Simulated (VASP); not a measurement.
Input of a VASP 6.6.1 run:

INCAR

```
SYSTEM = In
PREC     = Accurate       ! precision mode
ENCUT    = 600            ! plane-wave cutoff, eV
EDIFF    = 1E-6           ! SCF threshold, eV
ISMEAR   = -1             ! smearing method
SIGMA    = 0.05           ! smearing width, eV
LREAL    = .False.        ! projectors in reciprocal space
LASPH    = .True.         ! aspherical terms in the spheres
NELM     = 80             ! most SCF steps
ALGO     = Normal         ! electronic algorithm
ISIF     = 3              ! what is computed and relaxed
LWAVE    = .False.        ! write WAVECAR
LCHARG   = .False.        ! write CHGCAR
IBRION   = 2              ! ionic algorithm
NSW      = 60             ! ionic steps
EDIFFG   = -0.005         ! ionic threshold
```

File KPOINTS:

```
Automatic mesh
0
Gamma
  15 15 15
  0 0 0
```

POSCAR

```
In
1.0
   -1.8324862937      1.8324862937      1.8324862937
    1.8324862937     -1.8324862937      1.8324862937
    1.8324862937      1.8324862937     -1.8324862937
In
1
Direct
    0.0000000000      0.0000000000      0.0000000000
```

Potentials or basis: VASP PAW LDA potentials, release 64 (In_d).

Command:

```sh
$ cat potpaw_LDA.64/In_d/POTCAR > POTCAR
$ mpirun -np 1 vasp_std > vasp.out
```

Task: What does it give for the relaxed volume?

Result: 24.86 Å³/atom.

Task: Predict the space group after relaxing (to 0.1 Å).

Result: Im-3m (No. 229).

Task: Estimate the band gap on the k mesh.

Result: Zero (an odd number of electrons rules out a gap without spin polarisation).

Task: Estimate the relaxed cell.

Result: a = 3.184 Å, b = 3.184 Å, c = 3.184 Å, α = 109.47°, β = 109.47°, γ = 109.47°.

The path:
```csv
step,energy change (eV),largest force (eV/Å),pressure (GPa),volume (Å³)
1,0.0000,0.0000,0.45,24.61
2,-0.0003,0.0000,0.00,24.86
```

Caveat: spin-orbit coupling is left out, which moves the levels of the heavy elements.
